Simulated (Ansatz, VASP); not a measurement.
## Ru in VASP and in Ansatz

The input POSCAR:

```
Ru
1.0
    2.6999990271      0.0000000000      0.0000000000
   -1.3499995136      2.3382677476      0.0000000000
    0.0000000000      0.0000000000      4.2767984589
Ru
2
Direct
    0.3333333333      0.6666666667      0.7500000000
    0.6666666667      0.3333333333      0.2500000000
```

The input INCAR.step1:

```
SYSTEM = Ru
  PREC = Accurate
  ENCUT = 520
  ISMEAR = 0
  SIGMA = 0.05
  LREAL = .FALSE.
  LASPH = .TRUE.
  NELM = 60
  NBANDS = 21
  GGA = PE
  ALGO = Normal
  EDIFF = 1E-4
  LWAVE = .TRUE.
  LCHARG = .FALSE.
```

Contents of INCAR.step2:

```
SYSTEM = Ru
  PREC = Accurate
  ENCUT = 520
  EDIFF = 1E-6
  ISMEAR = 0
  SIGMA = 0.05
  LREAL = .FALSE.
  LASPH = .TRUE.
  NELM = 60
  ALGO = Normal
  ISIF = 2
  LWAVE = .FALSE.
  LCHARG = .TRUE.
  METAGGA = R2SCAN
  LMIXTAU = .TRUE.
  LELF = .TRUE.
  LVHAR = .TRUE.
  NBANDS = 21
  ISTART = 1
```

Contents of KPOINTS:

```
regular mesh
0
G
  14 14 8
  0 0 0
```

Input for Ansatz:

```yaml
crystal:
  lattice:
    - [2.6999990271, 0.0, 0.0]
    - [-1.3499995136, 2.3382677476, 0.0]
    - [0.0, 0.0, 4.2767984589]
  atoms:
    - { symbol: Ru, position: [0.3333333333, 0.6666666667, 0.75] }
    - { symbol: Ru, position: [0.6666666667, 0.3333333333, 0.25] }
basis:
  ecutwfc: 500
  ecutrho_ratio: 4
kpoints:
  mp_grid: { grid: [14, 14, 8] }
hamiltonian:
  xc: r2scan
scf:
  occupations: { method: gaussian, width: 0.05 }
output:
  forces: true
  stress: true
  eigenvalues: true
  eigenstates:
    nscf_kmesh: { grid: [26, 26, 14] }
    de_dk: true
    e_range: [-2.5, 2.5]
  write_density: true
  write_potential: true
  elf: true
  volumetric_format: npy
```

Alike in both runs: task single point; functional r2SCAN; k mesh 14 × 14 × 8; occupations gaussian, width 0.05 eV; no spin polarisation.

```csv
,VASP,Ansatz
version,VASP 6.6.1,Ansatz 0.2.0
potentials or method,"VASP PAW PBE potentials, release 64 (Ru_pv), cutoff 520 eV","scalar-relativistic, plane waves, PAW"
valence electrons in the cell,28,32
```

Ansatz gave:

```
gap on the k mesh at the Fermi level (eV)                     : none
pressure (GPa)                                                : -0.2
traceless stress, the component that is largest in VASP (GPa) : -1.99
```

Estimate VASP's values.

gap on the k mesh at the Fermi level (eV): none; pressure (GPa): 1.3; traceless stress, the component that is largest in VASP (GPa): -1.89.

VASP's potentials were made for PBE, not for r2SCAN. A gap of «none» marks a metal or a gap that the smearing closes. With one functional, cell and mesh, what is left measures potentials, basis and numerics. VASP's potentials hold 28 valence electrons a cell and Ansatz's 32, so a difference there can come from the potentials and not from the codes.
